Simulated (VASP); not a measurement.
# BaCd3Se4 (I422) in VASP: single point with PBE

Aim: the single point of BaCd3Se4 with PBE.

Program: VASP 6.6.1. These are calculated values, not measurements. Logs are shortened: lines on timing, memory, paths and dates and some standing lists are left out, and cuts for length are marked.

## 1. The cell of the first run

Symmetry: I422, No. 97, tetragonal system. The conventional cell has a = 7.655 Å, b = 7.655 Å, c = 7.210 Å, α = 90.00°, β = 90.00°, γ = 90.00°. Ba (site symmetry 422) has 8 Se at 3.32 Å and 6 Cd at 3.61 to 3.83 Å within 4.4 Å. Within 3.6 Å of Cd (site symmetry 222) lie 4 Se at 2.71 Å. Within 4.4 Å of Cd (site symmetry 422) lie 8 Se at 3.32 Å and 2 Ba at 3.61 Å and 4 Cd at 3.83 Å. Within 3.6 Å of Se (site symmetry 2) lie 4 Cd at 2.71 to 3.32 Å and 2 Ba at 3.32 Å.

## 2. Single point, PBE

The input, INCAR:

```
SYSTEM = BaCd3Se4
PREC     = Accurate       ! precision mode
ENCUT    = 520            ! plane-wave cutoff, eV
EDIFF    = 1E-6           ! SCF threshold, eV
ISMEAR   = 0              ! smearing method
SIGMA    = 0.15           ! smearing width, eV
LREAL    = .False.        ! projectors in reciprocal space
LASPH    = .True.         ! aspherical terms in the spheres
NELM     = 100            ! most SCF steps
ALGO     = Normal         ! electronic algorithm
ISIF     = 2              ! what is computed and relaxed
LWAVE    = .False.        ! write WAVECAR
LCHARG   = .False.        ! write CHGCAR
GGA      = PE             ! functional
NBANDS   = 45             ! bands
```

The input, KPOINTS:

```
Automatic mesh
0
Gamma
  2 2 2
  0 0 0
```

The input, POSCAR:

```
BaCd3Se4
1.0
   -3.8273650780      3.8273650780      3.6050631528
    3.8273650780     -3.8273650780      3.6050631528
    3.8273650780      3.8273650780     -3.6050631528
Ba Cd Se
1 3 4
Direct
    0.0000000000      0.0000000000      0.0000000000
    0.5000000000      0.0000000000      0.5000000000
    0.0000000000      0.5000000000      0.5000000000
    0.5000000000      0.5000000000      0.0000000000
    0.9371085588      0.4371085588      0.8742171177
    0.5628914412      0.0628914412      0.1257828823
    0.0628914412      0.9371085588      0.5000000000
    0.4371085588      0.5628914412      0.5000000000
```

Potentials or basis: VASP PAW PBE potentials, release 64 (Ba_sv, Cd, Se).

Launch:

```bash
> cat potpaw_PBE.64/Ba_sv/POTCAR potpaw_PBE.64/Cd/POTCAR potpaw_PBE.64/Se/POTCAR > POTCAR
> mpirun -np 1 vasp_std > vasp.out
```

OUTCAR:

```text
SYSTEM = BaCd3Se4
   PREC = Accurate
   ENCUT = 520
   EDIFF = 1E-6
   ISMEAR = 0
   LREAL = .False.
   LASPH = .True.
   NELM = 100
   ISIF = 2
   GGA = PE

 ion  position               nearest neighbor table
   1  0.000  0.000  0.000-   5 3.32   6 3.32   8 3.32   7 3.32   7 3.32   8 3.32   5 3.32   6 3.32
                             4 3.61   4 3.61   3 3.83   2 3.83   2 3.83   3 3.83
   2  0.500  0.000  0.500-   7 2.71   8 2.71   5 2.71   6 2.71   3 3.61   3 3.61   1 3.83   1 3.83

   3  0.000  0.500  0.500-   7 2.71   8 2.71   6 2.71   5 2.71   2 3.61   2 3.61   1 3.83   1 3.83

   4  0.500  0.500  0.000-   1 3.61   1 3.61
   5  0.937  0.437  0.874-   2 2.71   3 2.71   1 3.32   1 3.32
   6  0.563  0.063  0.126-   3 2.71   2 2.71   1 3.32   1 3.32
   7  0.063  0.937  0.500-   2 2.71   3 2.71   1 3.32   1 3.32
   8  0.437  0.563  0.500-   2 2.71   3 2.71   1 3.32   1 3.32

  LATTYP: Found a body centered tetragonal cell.
 ALAT       =     7.6547301560
 C/A-ratio  =     0.9419177631

  Lattice vectors:

 A1 = (  -3.8273650780,   3.8273650780,   3.6050631528)
 A2 = (   3.8273650780,  -3.8273650780,   3.6050631528)
 A3 = (   3.8273650780,   3.8273650780,  -3.6050631528)

Analysis of symmetry for initial positions (statically):
=====================================================================
 Subroutine PRICEL returns:
 Original cell was already a primitive cell.

 Routine SETGRP: Setting up the symmetry group for a
 body centered tetragonal supercell.

 Subroutine GETGRP returns: Found  8 space group operations
 (whereof  8 operations were pure point group operations)
 out of a pool of 16 trial point group operations.

The static configuration has the point symmetry D_4 .

Analysis of symmetry for dynamics (positions and initial velocities):
=====================================================================
 Subroutine PRICEL returns:
 Original cell was already a primitive cell.

 Routine SETGRP: Setting up the symmetry group for a
 body centered tetragonal supercell.

 Subroutine GETGRP returns: Found  8 space group operations
 (whereof  8 operations were pure point group operations)
 out of a pool of 16 trial point group operations.

The dynamic configuration has the point symmetry D_4 .

 Subroutine INISYM returns: Found  8 space group operations
 (whereof  8 operations are pure point group operations),
 and found     1 'primitive' translations

[... 91 lines left out ...]
   ISIF   =      2    stress and relaxation
   ISYM   =      2    0-nonsym 1-usesym 2-fastsym
   POTIM  = 0.5000    time-step for ionic-motion
   TEBEG  =    0.0;   TEEND  =   0.0 temperature during run
   PSTRESS=    0.0 pullay stress
   NELECT =      70.0000    total number of electrons
   NUPDOWN=      -1.0000    fix difference up-down
   EMIN   =  10.00;   EMAX   =-10.00  energy-range for DOS
   EFERMI =   0.00;   METHOD = LEGACY
   ISMEAR =     0;   SIGMA  =   0.15  broadening in eV -4-tet -1-fermi 0-gaus
   EFERMI_NEDOS =   21; number of points for ismear=-14 and -15
   IALGO  =     38    algorithm
   IMIX   =      4    mixing-type and parameters
     AMIX     =   0.40;   BMIX     =  1.00
     AMIX_MAG =   1.60;   BMIX_MAG =  1.00
  volume/ion in A,a.u.               =      26.40       178.19
  Fermi-wavevector in a.u.,A,eV,Ry     =   1.132878  2.140830 17.461900  1.283413
  Thomas-Fermi vector in A             =   2.269580
   LORBIT       =      0    0 simple, 1 ext, 2 COOP (PROOUT), +10 PAW based schemes
   GGA     = PE    functional components
   LHFCALC =     F    Hartree Fock is set to
   AEXX    =    0.0000 exact exchange contribution
   IVDW    =     0    specifies the selected vdW correction
   LEPSILON=     F    determine dielectric tensor
   LRPA    =     F    only Hartree local field effects (RPA)
 non-spin polarized calculation
 Gauss-broadening in eV      SIGMA  =   0.15
  energy-cutoff  :      520.00
  volume of cell :      211.24
 maximum number of plane-waves:      5705
   NGX = 25   NGY = 25   NGZ = 25

 number of electron      69.9999995 magnetization

 Free energy of the ion-electron system (eV)
  ---------------------------------------------------
  ext. energy  EPLUGINS =         0.00000000
  ---------------------------------------------------
  free energy    TOTEN  =       -24.10322732 eV

  energy without entropy =      -24.07278497  energy(sigma->0) =      -24.08800615

 E-fermi :   1.9615     XC(G=0):  -9.6338

 val. band max:        1.9339037606   @ k =   0.0000   0.0000   0.0000
 cond. band min:       2.9929782351   @ k =   0.5000   0.0000   0.0000
 fundamental gap:      1.0590744746
 Fermi energy:         1.9615045867

 k-point     1 :       0.0000    0.0000    0.0000
  band No.  band energies     occupation
      1     -24.6893      2.00000
      2     -10.3313      2.00000
      3     -10.1131      2.00000
      4     -10.1131      2.00000
      5     -10.0886      2.00000
      6      -9.6679      2.00000
[... 181 lines left out ...]
     44       6.9465      0.00000
     45       7.0977      0.00000

------------------------ aborting loop because EDIFF is reached ----------------------------------------

  FORCE on cell =-STRESS in cart. coord.  units (eV):
  Direction    XX          YY          ZZ          XY          YZ          ZX
  --------------------------------------------------------------------------------------
  -------------------------------------------------------------------------------------
  Total        0.9074418      0.9074418      0.6666268      0.0000000     -0.0000000      0.0000000
  in kB        6.8826659      6.8826659      5.0561589      0.0000000     -0.0000000      0.0000000
  external PRESSURE =       6.2738303 kB  Pullay stress =       0.0000000 kB

 VOLUME and BASIS-vectors are now :
 -----------------------------------------------------------------------------
  energy-cutoff  :      520.00
  volume of cell :      211.24
      direct lattice vectors                 reciprocal lattice vectors
    -3.827365078  3.827365078  3.605063153     0.000000000  0.130638178  0.138693826
     3.827365078 -3.827365078  3.605063153     0.130638178  0.000000000  0.138693826
     3.827365078  3.827365078 -3.605063153     0.130638178  0.130638178  0.000000000

 POSITION                                       TOTAL-FORCE (eV/Angst)
 -----------------------------------------------------------------------------------
      0.00000      0.00000      0.00000         0.000000     -0.000000      0.000000
      0.00000      3.82737      0.00000         0.000000     -0.000000      0.000000
      3.82737      0.00000      0.00000         0.000000     -0.000000      0.000000
      0.00000      0.00000      3.60506         0.000000     -0.000000      0.000000
      1.43227      5.25963      1.80253        -0.029052     -0.029052      0.000000
     -1.43227      2.39510      1.80253         0.029052      0.029052     -0.000000
      5.25963     -1.43227      1.80253        -0.029052      0.029052     -0.000000
      2.39510      1.43227      1.80253         0.029052     -0.029052     -0.000000
 -----------------------------------------------------------------------------------
    total drift:                                0.000000     -0.000000      0.000000

  FREE ENERGIE OF THE ION-ELECTRON SYSTEM (eV)
  ---------------------------------------------------
  free  energy   TOTEN  =       -24.1032273234 eV

  energy  without entropy=      -24.0727849679  energy(sigma->0) =      -24.08800615
```

OSZICAR:

```text
N       E                     dE             d eps       ncg     rms          rms(c)
DAV:   1     0.480316844090E+03    0.48032E+03   -0.33044E+04   360   0.142E+03
DAV:   2     0.972533074486E+01   -0.47059E+03   -0.45408E+03   388   0.327E+02
DAV:   3    -0.255075255008E+02   -0.35233E+02   -0.34854E+02   432   0.872E+01
DAV:   4    -0.262683512499E+02   -0.76083E+00   -0.75866E+00   499   0.998E+00
DAV:   5    -0.262757639485E+02   -0.74127E-02   -0.74115E-02   427   0.951E-01    0.962E+00
DAV:   6    -0.242785301723E+02    0.19972E+01   -0.43161E+00   414   0.133E+01    0.813E+00
DAV:   7    -0.241232031945E+02    0.15533E+00   -0.11161E+00   424   0.448E+00    0.391E+00
DAV:   8    -0.241041898140E+02    0.19013E-01   -0.13731E-01   472   0.258E+00    0.543E-01
DAV:   9    -0.241029617880E+02    0.12280E-02   -0.25123E-02   443   0.107E+00    0.207E-01
DAV:  10    -0.241031192309E+02   -0.15744E-03   -0.18939E-03   432   0.263E-01    0.145E-01
DAV:  11    -0.241032199984E+02   -0.10077E-03   -0.71903E-04   435   0.149E-01    0.287E-02
DAV:  12    -0.241032246797E+02   -0.46813E-05   -0.57158E-05   403   0.384E-02    0.128E-02
DAV:  13    -0.241032271456E+02   -0.24659E-05   -0.61341E-06   414   0.106E-02    0.592E-03
DAV:  14    -0.241032273234E+02   -0.17782E-06   -0.14954E-06   328   0.671E-03
   1 F= -.24103227E+02 E0= -.24088006E+02  d E =-.304424E-01
```

It took 73 s on 1 thread of AMD EPYC 7R43 (Zen 3), shared host; peak memory 0.29 GiB.

What came out:

* Free energy: -24.1032 eV
* Pressure: 0.6 GPa
* Largest force: 0.041 eV/Å
* Band gap on the k mesh: zero (filled and empty bands touch)

Forces on the atoms (eV/Å):
```
Ba   0.000  0.000  0.000
Cd   0.000  0.000  0.000
Cd   0.000  0.000  0.000
Cd   0.000  0.000  0.000
Se  -0.029 -0.029  0.000
Se   0.029  0.029  0.000
Se  -0.029  0.029  0.000
Se   0.029 -0.029  0.000
```

Stress tensor (GPa, compression positive):
```
0.69 0.00 0.00
0.00 0.69 0.00
0.00 0.00 0.51
```

Caveat: the k points lie up to 0.60 Å⁻¹ apart; spin-orbit coupling is left out, which moves the levels of the heavy elements.
